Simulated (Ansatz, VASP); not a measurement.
CdI2 in VASP and in Ansatz

```
Cd I
1.0
     4.24701    0.00000    0.00000
    -2.12350    3.67802    0.00000
     0.00000    0.00000    6.89503
Cd I
1 2
Direct
  0.00000 0.00000 0.00000
  0.33333 0.66667 0.24939
  0.66667 0.33333 0.75061
```

Alike in both runs: task single point; functional PBE; k mesh 6 × 6 × 4; no spin polarisation.

```csv
,VASP,Ansatz
version,VASP 6.6.1,Ansatz 0.2.0
potentials or method,"VASP PAW PBE potentials, release 64 (Cd, I)","plane waves, PAW"
plane-wave cutoff (eV),500,420
occupations,"gaussian, width 0.01 eV",fixed
valence electrons in the cell,26,54
```

|  | VASP | Ansatz | Ansatz less VASP |
| --- | --- | --- | --- |
| gap on the k mesh at the Fermi level (eV) | 2.37 | 2.37 | +0.005 |

VASP's potentials hold 26 valence electrons a cell and Ansatz's 54, so a difference there can come from the potentials and not from the codes.

Neither program's run includes spin-orbit coupling.
